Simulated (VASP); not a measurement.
A run of VASP 6.6.1:

File INCAR:

```
PREC = Accurate
ENCUT = 520
EDIFF = 1E-6
ISMEAR = 0
SIGMA = 0.15
LREAL = F
LASPH = T
NELM = 80
ALGO = Fast
ISIF = 2
LWAVE = F
LCHARG = F
GGA = PE
NBANDS = 13
```

Contents of KPOINTS:

```
Automatic mesh
0
Gamma
  22 22 22
```

The input POSCAR:

```
W
1.0
   -0.7381976691      1.7377294451      1.7377294451
    1.7377294451     -0.7381976691      1.7377294451
    1.7377294451      1.7377294451     -0.7381976691
W
1
Direct
    0.0000000000      0.0000000000      0.0000000000
```

Potentials or basis: VASP PAW PBE potentials, release 64 (W_sv).

Launch:

```sh
$ cat potpaw_PBE.64/W_sv/POTCAR > POTCAR
$ mpirun -np 1 vasp_std > vasp.out
```

Hardware: 1 thread of Intel Xeon 6975P-C, on a shared host.

Task: Estimate the wall time of this run.

Result: Wall time 110 s on 1 thread of Intel Xeon 6975P-C (shared host), peak memory 0.3 GiB. Counts: scf iterations 13, k points 1024.
